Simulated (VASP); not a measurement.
# GdO (F-43m) in VASP: notebook, part 2 of 2

VASP 6.6.1. The steps go on from the part before.

## Step 3: Single point, LDA, collinear spin, ferromagnetic start

This run uses another cell than the first one, of 17.25 Å³/atom.

INCAR reads:

```
PREC     = Accurate       # precision mode
ENCUT    = 520            # plane-wave cutoff, eV
EDIFF    = 1E-6           # SCF threshold, eV
ISMEAR   = -1             # smearing method
SIGMA    = 0.1            # smearing width, eV
LREAL    = F              # projectors in reciprocal space
LASPH    = T              # aspherical terms in the spheres
NELM     = 150            # most SCF steps
ALGO     = Normal         # electronic algorithm
ISIF     = 2              # what is computed and relaxed
LWAVE    = F              # write WAVECAR
LCHARG   = T              # write CHGCAR
ISPIN    = 2              # spin polarisation
MAGMOM   = 7 0            # initial moments
LORBIT   = 11             # projections on sites
LMAXMIX  = 6              # l up to which the mixer works
GGA      = CA             # functional
LELF     = T              # ELF
LVHAR    = T            
NBANDS   = 23             # bands
```

KPOINTS reads:

```
regular mesh
0
Gamma
  9 9 9
```

POSCAR reads:

```
GdO
1.0
    0.0000000000      2.5836061871      2.5836061871
    2.5836061871      0.0000000000      2.5836061871
    2.5836061871      2.5836061871      0.0000000000
Gd O
1 1
Direct
    0.0000000000      0.0000000000      0.0000000000
    0.2500000000      0.2500000000      0.2500000000
```

Potentials or basis: VASP PAW PBE potentials, release 64 (Gd, O).

Run with:

```console
$ cat potpaw_PBE.64/Gd/POTCAR potpaw_PBE.64/O/POTCAR > POTCAR
$ mpirun -np 1 vasp_std > vasp.out
```

OUTCAR:

```text
PREC = Accurate
   ENCUT = 520
   EDIFF = 1E-6
   ISMEAR = -1
   LREAL = F
   LASPH = T
   NELM = 150
   ISIF = 2
   ISPIN = 2
   LORBIT = 11
   GGA = CA

 ion  position               nearest neighbor table
   1  0.000  0.000  0.000-   2 2.24   2 2.24   2 2.24   2 2.24
   2  0.250  0.250  0.250-   1 2.24   1 2.24   1 2.24   1 2.24

  LATTYP: Found a face centered cubic cell.
 ALAT       =     5.1672123742

  Lattice vectors:

 A1 = (   0.0000000000,   2.5836061871,   2.5836061871)
 A2 = (   2.5836061871,   0.0000000000,   2.5836061871)
 A3 = (   2.5836061871,   2.5836061871,   0.0000000000)

Analysis of symmetry for initial positions (statically):
=====================================================================
 Subroutine PRICEL returns:
 Original cell was already a primitive cell.

 Routine SETGRP: Setting up the symmetry group for a
 face centered cubic supercell.

 Subroutine GETGRP returns: Found 24 space group operations
 (whereof 24 operations were pure point group operations)
 out of a pool of 48 trial point group operations.
[... 815 lines left out ...]
      1     -37.2533      1.00000
      2     -15.3881      1.00000
      3     -15.3881      1.00000
      4     -15.3881      1.00000
      5     -15.1456      1.00000
      6      -1.7679      1.00000
[... 613 lines left out ...]
     22      16.7135      0.00000
     23      16.8403      0.00000

 [... further k-points ...]
[... 5 lines left out ...]
  --------------------------------------------------------------------------------------
  -------------------------------------------------------------------------------------
  Total        1.4192822      1.4192822      1.4192822     -0.0000000      0.0000000     -0.0000000
  in kB       65.9280729     65.9280729     65.9280729     -0.0000000      0.0000000     -0.0000000
  external PRESSURE =      65.9280729 kB  Pullay stress =       0.0000000 kB

 VOLUME and BASIS-vectors are now :
 -----------------------------------------------------------------------------
  energy-cutoff  :      520.00
  volume of cell :       34.49
      direct lattice vectors                 reciprocal lattice vectors
     0.000000000  2.583606187  2.583606187    -0.193527947  0.193527947  0.193527947
     2.583606187  0.000000000  2.583606187     0.193527947 -0.193527947  0.193527947
     2.583606187  2.583606187  0.000000000     0.193527947  0.193527947 -0.193527947

 POSITION                                       TOTAL-FORCE (eV/Angst)
 -----------------------------------------------------------------------------------
      0.00000      0.00000      0.00000        -0.000000     -0.000000     -0.000000
      1.29180      1.29180      1.29180         0.000000      0.000000      0.000000
 -----------------------------------------------------------------------------------
    total drift:                               -0.000000     -0.000000     -0.000000

  FREE ENERGIE OF THE ION-ELECTRON SYSTEM (eV)
  ---------------------------------------------------
  free  energy   TOTEN  =       -22.9844410967 eV

  energy  without entropy=      -22.8985953255  energy(sigma->0) =      -22.94151821

 total charge

# of ion       s       p       d       f       tot
--------------------------------------------------
    1        2.035   5.617   0.541   7.151  15.344
    2        1.563   3.452   0.000   0.000   5.015
--------------------------------------------------
tot          3.598   9.069   0.541   7.151  20.359

 magnetization (x)

# of ion       s       p       d       f       tot
--------------------------------------------------
    1       -0.005  -0.052   0.072   6.602   6.618
    2       -0.003  -0.044   0.000   0.000  -0.047
--------------------------------------------------
tot         -0.008  -0.096   0.072   6.602   6.571
```

stdout:

```text
POSCAR found type information on POSCAR GdO
 POSCAR found :  2 types and       2 ions
 scaLAPACK will be used
 -----------------------------------------------------------------------------
|                                                                             |
|                                                                             |
|     You enforced a specific xc type in the INCAR file but a different       |
|     I HOPE YOU KNOW WHAT YOU ARE DOING!                                     |
|                                                                             |
 -----------------------------------------------------------------------------

 LDA part: xc-table for (Slater(with rela. corr.)+CA(PZ))
 , standard interpolation
 POSCAR, INCAR and KPOINTS ok, starting setup
 FFT: planning ... GRIDC
 FFT: planning ... GRID_SOFT
 FFT: planning ... GRID
 WAVECAR not read
 entering main loop
```

It took 51 s on 1 thread of Intel Xeon Platinum 8559C (Emerald Rapids), shared host; peak memory 0.19 GiB.

Results:

```yaml
Free_energy: -22.9844 eV
Pressure: 6.6 GPa
Net_moment: 6.79 μB per cell
Site_moments: Gd +6.62; O -0.05 μB
Valence_electrons_inside_the_program's_atomic_spheres: Gd 15.34; O 5.01
```

Caveat: the cell stands under pressure; the PAW data sets were made with another functional, which shifts forces and pressure a little; spin-orbit coupling is left out, which moves the levels of the heavy elements; a cell with one magnetic atom can't hold antiferromagnetic order, which such compounds often take; semilocal functionals describe open f shells poorly, which spoils levels, moments and volumes. With open d or f shells a metallic result of LDA can be an artefact of self-interaction; +U or a hybrid may open a gap.

## Step 4: Single point, LDA, collinear spin, ferromagnetic start

This run uses another cell than the first one, of 17.52 Å³/atom.

INCAR reads:

```
SYSTEM = GdO
ALGO     = Normal         ! electronic algorithm
EDIFF    = 1E-7           ! SCF threshold, eV
ENCUT    = 520            ! plane-wave cutoff, eV
GGA      = CA             ! functional
ISIF     = 2              ! what is computed and relaxed
ISMEAR   = -1             ! smearing method
ISPIN    = 2              ! spin polarisation
LASPH    = .TRUE.         ! aspherical terms in the spheres
LCHARG   = .FALSE.        ! write CHGCAR
LMAXMIX  = 6              ! l up to which the mixer works
LORBIT   = 11             ! projections on sites
LREAL    = .FALSE.        ! projectors in reciprocal space
LWAVE    = .FALSE.        ! write WAVECAR
MAGMOM   = 7 0            ! initial moments
NBANDS   = 23             ! bands
NELM     = 150            ! most SCF steps
PREC     = Accurate       ! precision mode
SIGMA    = 0.1            ! smearing width, eV
```

KPOINTS reads:

```
k-points
0
G
  9 9 9
  0 0 0
```

POSCAR reads:

```
GdO
1.0
    0.0000000000      2.5970708056      2.5970708056
    2.5970708056      0.0000000000      2.5970708056
    2.5970708056      2.5970708056      0.0000000000
Gd O
1 1
Direct
    0.0000000000      0.0000000000      0.0000000000
    0.2500000000      0.2500000000      0.2500000000
```

Run with:

```console
$ cat potpaw_PBE.64/Gd/POTCAR potpaw_PBE.64/O/POTCAR > POTCAR
$ mpirun -np 1 vasp_std > vasp.out
```

Run time: 56 s. Hardware: 1 thread of Intel Xeon Platinum 8559C (Emerald Rapids), shared host; peak memory 0.18 GiB.

It converged, with:

- Free energy: -23.0037 eV
- Pressure: 4.5 GPa
- Net moment: 6.80 μB per cell
- Site moments: Gd +6.62; O -0.05 μB
- Valence electrons inside the program's atomic spheres: Gd 15.33; O 5.01

Levels at points of the mesh, in eV from the Fermi level:
Spin up:
```csv
k point,band 11,band 12,band 13,band 14,band 15,band 16,band 17,band 18,band 19,band 20
"(0.00, 0.00, 0.00)",-3.85,-3.85,-3.81,-3.81,-3.81,-1.51,2.91,2.91,5.34,5.34
```
Spin down:
| k point | band 5 | band 6 | band 7 | band 8 | band 9 | band 10 | band 11 | band 12 | band 13 | band 14 |
| --- | --- | --- | --- | --- | --- | --- | --- | --- | --- | --- |
| (0.00, 0.00, 0.00) | -19.67 | -6.28 | -6.28 | -6.28 | -1.97 | 0.67 | 0.67 | 0.67 | 0.94 | 0.94 |

Caveat: the cell stands under pressure; the PAW data sets were made with another functional, which shifts forces and pressure a little; spin-orbit coupling is left out, which moves the levels of the heavy elements; a cell with one magnetic atom can't hold antiferromagnetic order, which such compounds often take; semilocal functionals describe open f shells poorly, which spoils levels, moments and volumes. The state reached can hang on the start; a lower one may exist.

## Step 5: Single point, LDA, collinear spin, ferromagnetic start

This run uses another cell than the first one, of 17.80 Å³/atom.

INCAR reads:

```
  PREC = Accurate
  ENCUT = 520
  EDIFF = 1E-6
  ISMEAR = -1
  SIGMA = 0.1
  LREAL = False
  LASPH = True
  NELM = 150
  ALGO = Normal
  ISIF = 2
  LWAVE = False
  LCHARG = False
  ISPIN = 2
  MAGMOM = 7 0
  LORBIT = 11
  LMAXMIX = 6
  GGA = CA
  NBANDS = 23
```

KPOINTS reads:

```
Automatic mesh
0
Gamma
  9 9 9
```

POSCAR reads:

```
GdO
1.0
    0.0000000000      2.6111338034      2.6111338034
    2.6111338034      0.0000000000      2.6111338034
    2.6111338034      2.6111338034      0.0000000000
Gd O
1 1
Direct
    0.0000000000      0.0000000000      0.0000000000
    0.2500000000      0.2500000000      0.2500000000
```

Run with:

```console
$ cat potpaw_PBE.64/Gd/POTCAR potpaw_PBE.64/O/POTCAR > POTCAR
$ mpirun -np 1 vasp_std > vasp.out
```

Wall time 46 s (1 thread of Intel Xeon Platinum 8559C (Emerald Rapids), shared host); peak memory 0.18 GiB.

It converged, with:

```
Free energy                                           : -23.0169 eV
Pressure                                              : 2.6 GPa
Net moment                                            : 6.81 μB per cell
Site moments                                          : Gd +6.63; O -0.05 μB
Valence electrons inside the program's atomic spheres : Gd 15.31; O 5.00
```

Levels at points of the mesh, in eV from the Fermi level:
Spin up:
```csv
k point,band 12,band 13,band 14,band 15,band 16,band 17,band 18,band 19
"(0.00, 0.00, 0.00)",-3.87,-3.84,-3.84,-3.84,-1.54,2.88,2.88,5.26
```
Spin down:
| k point | band 7 | band 8 | band 9 | band 10 | band 11 | band 12 |
| --- | --- | --- | --- | --- | --- | --- |
| (0.00, 0.00, 0.00) | -6.19 | -6.19 | -1.96 | 0.66 | 0.66 | 0.66 |

Caveat: the PAW data sets were made with another functional, which shifts forces and pressure a little; spin-orbit coupling is left out, which moves the levels of the heavy elements; a cell with one magnetic atom can't hold antiferromagnetic order, which such compounds often take; semilocal functionals describe open f shells poorly, which spoils levels, moments and volumes.

## Step 6: Summary

| cell | gap on the mesh (eV) | pressure (GPa) | moment (μB) |
| --- | --- | --- | --- |
| a = 3.636 Å, angles 60.0°, 2 atoms | none | 8.6 | 6.77 |
| a = 3.654 Å, angles 60.0°, 2 atoms | none | 6.6 | 6.79 |
| a = 3.673 Å, angles 60.0°, 2 atoms | none | 4.5 | 6.80 |
| a = 3.693 Å, angles 60.0°, 2 atoms | none | 2.6 | 6.81 |

Alike in all rows: task single point; level LDA; potentials or basis VASP PAW PBE potentials, release 64 (Gd, O); spin collinear, ferromagnetic start; k mesh 9 × 9 × 9; cutoff (eV) 520; smearing fermi-dirac 0.1 eV.

Caveats: the PAW data sets were made with another functional, which shifts forces and pressure a little; spin-orbit coupling is left out, which moves the levels of the heavy elements; a cell with one magnetic atom can't hold antiferromagnetic order, which such compounds often take; semilocal functionals describe open f shells poorly, which spoils levels, moments and volumes; the cell stands under pressure (at least some runs).

Absolute energies hang on the potentials; compare differences alone.
